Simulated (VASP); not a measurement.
# K (Im-3m) in VASP: a series of runs

K is run at these levels: PBE+D4, HSE06; tasks: single point.

Program: VASP 6.6.1. These are calculated values, not measurements. Logs are shortened: lines on timing, memory, paths and dates and some standing lists are left out, and cuts for length are marked.

## 1. The cell of the first run

The structure is cubic, space group Im-3m (No. 229). Conventional cell: a = 5.501 Å, b = 5.501 Å, c = 5.501 Å, α = 90.00°, β = 90.00°, γ = 90.00°.

## 2. Single point, PBE+D4, collinear spin

Input file INCAR:

```
SYSTEM = K
ALGO = Normal
EDIFF = 1E-6
ENCUT = 500
GGA = PE
GGA_COMPAT = .FALSE.
ISIF = 2
ISMEAR = 1
ISPIN = 2
IVDW = 13
LASPH = .TRUE.
LCHARG = .FALSE.
LORBIT = 11
LREAL = .FALSE.
LWAVE = .FALSE.
MAGMOM = -0.47
NBANDS = 14
NELM = 200
PREC = Accurate
SIGMA = 0.05
```

Input file KPOINTS:

```
k-points
0
G
  7 7 7
  0 0 0
```

Input file POSCAR:

```
K
1.0
   -2.7504652529      2.7504652529      2.7504652529
    2.7504652529     -2.7504652529      2.7504652529
    2.7504652529      2.7504652529     -2.7504652529
K
1
Direct
    0.0000000000      0.0000000000      0.0000000000
```

Potentials or basis: VASP PAW PBE potentials, release 64 (K_sv).

On the command line:

```
$ cat potpaw_PBE.64/K_sv/POTCAR > POTCAR
$ mpirun -np 1 vasp_std > vasp.out
```

OUTCAR:

```text
SYSTEM = K
   EDIFF = 1E-6
   ENCUT = 500
   GGA = PE
   ISIF = 2
   ISMEAR = 1
   ISPIN = 2
   IVDW = 13
   LASPH = .TRUE.
   LORBIT = 11
   LREAL = .FALSE.
   NELM = 200
   PREC = Accurate

 ion  position               nearest neighbor table
   1  0.000  0.000  0.000-

  LATTYP: Found a body centered cubic cell.
 ALAT       =     5.5009305058

  Lattice vectors:

 A1 = (  -2.7504652529,   2.7504652529,   2.7504652529)
 A2 = (   2.7504652529,  -2.7504652529,   2.7504652529)
 A3 = (   2.7504652529,   2.7504652529,  -2.7504652529)

Analysis of symmetry for initial positions (statically):
=====================================================================
 Subroutine PRICEL returns:
 Original cell was already a primitive cell.

 Routine SETGRP: Setting up the symmetry group for a
 body centered cubic supercell.

 Subroutine GETGRP returns: Found 48 space group operations
 (whereof 48 operations were pure point group operations)
 out of a pool of 48 trial point group operations.

The static configuration has the point symmetry O_h .

Analysis of symmetry for dynamics (positions and initial velocities):
=====================================================================
 Subroutine PRICEL returns:
 Original cell was already a primitive cell.

 Routine SETGRP: Setting up the symmetry group for a
 body centered cubic supercell.

 Subroutine GETGRP returns: Found 48 space group operations
 (whereof 48 operations were pure point group operations)
 out of a pool of 48 trial point group operations.

The dynamic configuration has the point symmetry O_h .

Analysis of structural, dynamic, and magnetic symmetry:
=====================================================================
 Subroutine PRICEL returns:
 Original cell was already a primitive cell.

 Routine SETGRP: Setting up the symmetry group for a
 body centered cubic supercell.

 Subroutine GETGRP returns: Found 48 space group operations
 (whereof 48 operations were pure point group operations)
 out of a pool of 48 trial point group operations.

The overall configuration has the point symmetry O_h .

 Subroutine INISYM returns: Found 48 space group operations
 (whereof 48 operations are pure point group operations),
 and found     1 'primitive' translations

----------------------------------------------------------------------------------------

                                     Primitive cell

  volume of cell :      83.2297

  direct lattice vectors                    reciprocal lattice vectors
    -2.750465253  2.750465253  2.750465253     0.000000000  0.181787426  0.181787426
[... 124 lines left out ...]
  ---------------------------------------------------
  free energy    TOTEN  =        -1.03660777 eV

  energy without entropy =       -1.03623812  energy(sigma->0) =       -1.03648455

 E-fermi :  -0.4146     XC(G=0):  -5.3624

 val. band max:       -0.4220191278   @ k =  -0.2857   0.4286   0.1429
 cond. band min:      -0.2715735337   @ k =  -0.4286   0.4286   0.1429
 fundamental gap:      0.1504455941
 Fermi energy:        -0.4145897152

 spin component 1

 k-point     1 :       0.0000    0.0000    0.0000
  band No.  band energies     occupation
      1     -32.5895      1.00000
      2     -16.0453      1.00000
      3     -16.0453      1.00000
      4     -16.0453      1.00000
      5      -2.3777      1.00000
      6       3.7858      0.00000
      7       3.7858      0.00000
      8       3.7858      0.00000
      9       4.6224      0.00000
     10       4.6224      0.00000
     11       7.0795      0.00000
     12       7.0795      0.00000
     13       7.0795      0.00000
     14       8.6648      0.00000
[... 308 lines left out ...]
  band No.  band energies     occupation
      1     -32.5857      1.00000
      2     -16.0765      1.00000
      3     -16.0753      1.00000
      4     -16.0753      1.00000
      5       0.9714      0.00000
      6       1.4228      0.00000
      7       2.7758      0.00000
      8       2.7758      0.00000
      9       2.8096      0.00000
     10       4.9381      0.00000
     11       5.5563      0.00000
     12       5.8195      0.00000
     13       5.8195      0.00000
     14       8.7616      0.00000
 Fermi energy:        -0.4145897152

 spin component 2

 k-point     1 :       0.0000    0.0000    0.0000
  band No.  band energies     occupation
      1     -32.5868      1.00000
      2     -16.0427      1.00000
      3     -16.0427      1.00000
      4     -16.0427      1.00000
      5      -2.3394      1.00000
      6       3.7993      0.00000
      7       3.7993      0.00000
      8       3.7993      0.00000
      9       4.6370      0.00000
     10       4.6370      0.00000
     11       7.1344      0.00000
     12       7.1344      0.00000
     13       7.1344      0.00000
     14       8.6731      0.00000
[... 309 lines left out ...]
      1     -32.5830      1.00000
      2     -16.0738      1.00000
      3     -16.0726      1.00000
      4     -16.0726      1.00000
      5       1.0122      0.00000
      6       1.4620      0.00000
      7       2.8117      0.00000
      8       2.8117      0.00000
      9       2.8384      0.00000
     10       4.9474      0.00000
     11       5.5592      0.00000
     12       5.8220      0.00000
     13       5.8220      0.00000
     14       8.7810      0.00000

------------------------ aborting loop because EDIFF is reached ----------------------------------------

  DFT-D4 for vdW energy calculation

  Edisp (eV):   -0.06017

  FORCE on cell =-STRESS in cart. coord.  units (eV):
  Direction    XX          YY          ZZ          XY          YZ          ZX
  --------------------------------------------------------------------------------------
  -------------------------------------------------------------------------------------
  Total      -0.25573    -0.25573    -0.25573    -0.00000     0.00000    -0.00000
  in kB      -4.92279    -4.92279    -4.92279    -0.00000     0.00000    -0.00000
  external pressure =       -4.92 kB  Pullay stress =        0.00 kB

 VOLUME and BASIS-vectors are now :
 -----------------------------------------------------------------------------
  energy-cutoff  :      500.00
  volume of cell :       83.23
      direct lattice vectors                 reciprocal lattice vectors
    -2.750465253  2.750465253  2.750465253     0.000000000  0.181787426  0.181787426
     2.750465253 -2.750465253  2.750465253     0.181787426  0.000000000  0.181787426
     2.750465253  2.750465253 -2.750465253     0.181787426  0.181787426  0.000000000

 POSITION                                       TOTAL-FORCE (eV/Angst)
 -----------------------------------------------------------------------------------
      0.00000      0.00000      0.00000        -0.000000      0.000000     -0.000000
 -----------------------------------------------------------------------------------
    total drift:                               -0.000000      0.000000      0.000000

  FREE ENERGIE OF THE ION-ELECTRON SYSTEM (eV)
  ---------------------------------------------------
  free  energy   TOTEN  =        -1.0967730789 eV

  energy  without entropy=       -1.0964034304  energy(sigma->0) =       -1.09664986

 total charge

# of ion       s       p       d       tot
------------------------------------------
    1        1.978   5.554   0.004   7.535

 magnetization (x)

# of ion       s       p       d       tot
------------------------------------------
    1        0.001   0.001   0.000   0.002
```

stdout:

```text
POSCAR found type information on POSCAR K
 POSCAR found :  1 types and       1 ions
 scaLAPACK will be used
 LDA part: xc-table for (Slater+PW92), standard interpolation
 POSCAR, INCAR and KPOINTS ok, starting setup
 FFT: planning ... GRIDC
 FFT: planning ... GRID_SOFT
 FFT: planning ... GRID
 WAVECAR not read
 entering main loop
```

Wall time 52 s (1 thread of Intel Xeon 8259CL, shared host); peak memory 0.24 GiB.

What came out:

```
Free energy                                           : -1.0968 eV
Pressure                                              : -0.5 GPa
Net moment                                            : 0.04 μB per cell
Valence electrons inside the program's atomic spheres : K 7.54
Dispersion energy per atom                            : -0.060 eV
```

## 3. Single point, HSE06

This run uses another cell than the first one, of 73.81 Å³/atom.

Input file POSCAR:

```
K
1.0
   -2.6424908504      2.6424908504      2.6424908504
    2.6424908504     -2.6424908504      2.6424908504
    2.6424908504      2.6424908504     -2.6424908504
K
1
Direct
    0.0000000000      0.0000000000      0.0000000000
```

Input file INCAR.step1:

```
PREC = Accurate
ENCUT = 400
EDIFF = 1E-5
ISMEAR = 0
SIGMA = 0.05
LREAL = F
LASPH = T
NELM = 120
ALGO = Normal
ISIF = 2
LWAVE = T
GGA = PE
NBANDS = 10
GGA_COMPAT = F
```

Input file INCAR.step2:

```
PREC = Accurate
ENCUT = 400
EDIFF = 1E-6
ISMEAR = 0
SIGMA = 0.05
LREAL = F
LASPH = T
NELM = 120
ALGO = Normal
ISIF = 2
LWAVE = F
LCHARG = T
GGA = PE
LHFCALC = T
HFSCREEN = 0.2079
PRECFOCK = Normal
LELF = T
LVHAR = T
ISTART = 1
NBANDS = 10
GGA_COMPAT = F
```

Input file KPOINTS:

```
regular mesh
0
Gamma
  5 5 5
```

Potentials or basis: VASP PAW PBE potentials, release 64 (K_sv).

On the command line:

```
$ cat potpaw_PBE.64/K_sv/POTCAR > POTCAR
$ cp INCAR.step1 INCAR
$ mpirun -np 1 vasp_std > vasp.out
$ cp INCAR.step2 INCAR
$ mpirun -np 1 vasp_std > vasp.out
```

Run time: 4.4 min. Hardware: 1 thread of Intel Xeon 8259CL, shared host; peak memory 0.27 GiB.

The run converged. Its results:

```
Free energy            : -1.1090 eV
Pressure               : 0.1 GPa
Band gap on the k mesh : zero (an odd number of electrons rules out a gap without spin polarisation)
```

Levels at points of the mesh, in eV from the Fermi level:
| k point | band 2 | band 3 | band 4 | band 5 | band 6 | band 7 |
| --- | --- | --- | --- | --- | --- | --- |
| (0.00, 0.00, 0.00) | -17.34 | -17.34 | -17.34 | -2.61 | 4.83 | 4.83 |

Caveat: the PAW data sets were made with another functional, which shifts forces and pressure a little.

## 4. Single point, HSE06

This run uses another cell than the first one, of 75.38 Å³/atom.

Input file POSCAR:

```
K
1.0
   -2.6611005540      2.6611005540      2.6611005540
    2.6611005540     -2.6611005540      2.6611005540
    2.6611005540      2.6611005540     -2.6611005540
K
1
Direct
    0.0000000000      0.0000000000      0.0000000000
```

Input file INCAR.step1:

```
SYSTEM = K
  PREC = Accurate
  ENCUT = 400
  EDIFF = 1E-5
  ISMEAR = 0
  SIGMA = 0.05
  LREAL = .FALSE.
  LASPH = .TRUE.
  NELM = 120
  ALGO = Normal
  ISIF = 2
  LWAVE = .TRUE.
  LCHARG = .FALSE.
  GGA = PE
  NBANDS = 10
  GGA_COMPAT = .FALSE.
```

Input file INCAR.step2:

```
SYSTEM = K
  PREC = Accurate
  ENCUT = 400
  EDIFF = 1E-6
  ISMEAR = 0
  SIGMA = 0.05
  LREAL = .FALSE.
  LASPH = .TRUE.
  NELM = 120
  ALGO = Normal
  ISIF = 2
  LWAVE = .FALSE.
  LCHARG = .FALSE.
  GGA = PE
  LHFCALC = .TRUE.
  HFSCREEN = 0.2079
  PRECFOCK = Normal
  ISTART = 1
  NBANDS = 10
  GGA_COMPAT = .FALSE.
```

Input file KPOINTS:

```
Automatic mesh
0
G
  5 5 5
  0 0 0
```

On the command line:

```
$ cat potpaw_PBE.64/K_sv/POTCAR > POTCAR
$ cp INCAR.step1 INCAR
$ mpirun -np 1 vasp_std > vasp.out
$ cp INCAR.step2 INCAR
$ mpirun -np 1 vasp_std > vasp.out
```

Run time: 4 min. Hardware: 1 thread of Intel Xeon 8259CL, shared host; peak memory 0.27 GiB.

Results (log left out):

```
Free energy            : -1.1095 eV
Pressure               : 0.0 GPa
Band gap on the k mesh : zero (an odd number of electrons rules out a gap without spin polarisation)
```

Levels at points of the mesh, in eV from the Fermi level:
| k point | band 1 | band 2 | band 3 | band 4 | band 5 | band 6 | band 7 | band 8 | band 9 |
| --- | --- | --- | --- | --- | --- | --- | --- | --- | --- |
| (0.00, 0.00, 0.00) | -35.27 | -17.36 | -17.36 | -17.36 | -2.57 | 4.81 | 4.81 | 4.81 | 5.75 |

Caveat: the PAW data sets were made with another functional, which shifts forces and pressure a little.

## 5. Summary

| level | spin | cell | k mesh | cutoff (eV) | smearing | grid for exact exchange (PRECFOCK) | share of exact exchange | screening parameter | gap on the mesh (eV) | pressure (GPa) |
| --- | --- | --- | --- | --- | --- | --- | --- | --- | --- | --- |
| PBE+D4 | collinear | a = 4.764 Å, angles 109.5°, 1 atom | 7 × 7 × 7 | 500 | methfessel-paxton 0.05 eV | - | - | - | none | -0.5 |
| HSE06 | off | a = 4.577 Å, angles 109.5°, 1 atom | 5 × 5 × 5 | 400 | gaussian 0.05 eV | Normal | 0.25 | 0.2079 1/Å | none | 0.1 |
| HSE06 | off | a = 4.609 Å, angles 109.5°, 1 atom | 5 × 5 × 5 | 400 | gaussian 0.05 eV | Normal | 0.25 | 0.2079 1/Å | none | 0.0 |

Alike in all rows: task single point; potentials or basis VASP PAW PBE potentials, release 64 (K_sv).

Caveats: the PAW data sets were made with another functional, which shifts forces and pressure a little (at least some runs).

Total energies depend on the potentials used, so only differences within one code and one set of settings carry meaning.
